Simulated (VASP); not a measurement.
Here is a VASP 6.6.1 calculation.

INCAR

```
SYSTEM = Be
  PREC = Accurate
  ENCUT = 520
  EDIFF = 1E-7
  ISMEAR = 1
  SIGMA = 0.1
  LREAL = .False.
  LASPH = .True.
  NELM = 100
  ALGO = Normal
  ISIF = 2
  LWAVE = .False.
  LCHARG = .False.
  LDIPOL = .True.
  IDIPOL = 3
  DIPOL = 0.5 0.5 0.500
  GGA = PS
  NBANDS = 21
```

KPOINTS

```
Automatic mesh
0
Gamma
  23 23 1
  0 0 0
```

File POSCAR:

```
Be
1.0
    2.2575068439      0.0000000000      0.0000000000
    1.1287534220      1.9550582761      0.0000000000
    0.0000000000      0.0000000000     31.9805389020
Be
10
Direct
    0.6666666667      0.6666666667      0.2474434613
    0.0000000000      0.0000000000      0.3044333048
    0.6666666667      0.6666666667      0.3605931526
    0.0000000000      0.0000000000      0.4164686992
    0.6666666667      0.6666666667      0.4721345090
    0.0000000000      0.0000000000      0.5278653858
    0.6666666667      0.6666666667      0.5835317017
    0.0000000000      0.0000000000      0.6394065280
    0.6666666667      0.6666666667      0.6955665808
    0.0000000000      0.0000000000      0.7525566767
```

Potentials or basis: VASP PAW PBE potentials, release 64 (Be).

Launch:

```bash
$ cat potpaw_PBE.64/Be/POTCAR > POTCAR
$ mpirun -np 1 vasp_std > vasp.out
```

**Question.** Predict the band gap on the k mesh.

**Answer.** Zero (bands 10 and 11 overlap by 3.45 eV).

**Question.** Estimate the largest force.

**Answer.** 0.021 eV/Å.

Forces in eV/Å, atoms in the order of the input:
```
Be   0.000  0.000 -0.021
Be   0.000  0.000  0.006
Be   0.000  0.000 -0.001
Be   0.000  0.000  0.000
Be   0.000  0.000  0.001
Be   0.000  0.000 -0.001
Be   0.000  0.000  0.000
Be   0.000  0.000  0.001
Be   0.000  0.000 -0.006
Be   0.000  0.000  0.021
```

Caveat: the PAW data sets were made with another functional, which shifts forces and pressure a little.
